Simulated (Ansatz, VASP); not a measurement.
SrO in VASP and in Ansatz

```
Sr O
1.0
     0.00000    2.56630    2.56630
     2.56630    0.00000    2.56630
     2.56630    2.56630    0.00000
Sr O
1 1
Cartesian
  2.5663 2.5663 2.5663
  0.0000 0.0000 0.0000
```

Alike in both runs: functional r2SCAN; k mesh 7 × 7 × 7; occupations fermi-dirac, width 0.05 eV; no spin polarisation.

```csv
,VASP,Ansatz
version,VASP 6.6.1,Ansatz 0.2.0
potentials or method,"VASP PAW PBE potentials, release 64 (Sr_sv, O)",Ansatz PAW
plane-wave cutoff (eV),520,500
valence electrons in the cell,16,16
task,single point,band structure
```

VASP gave:

```
gap on the k mesh at the Fermi level (eV) : 3.84
least direct gap on the mesh (eV)         : 3.93
pressure (GPa)                            : 2.1
```

Q: What did Ansatz give for the same quantities?

A: gap on the k mesh at the Fermi level (eV): 3.89; least direct gap on the mesh (eV): 3.97; pressure (GPa): 1.5.

VASP's potentials were made for PBE, not for r2SCAN.

Noted on Ansatz's run: the k mesh misses the band edges, so the gap on the mesh is wider than the one along the path.
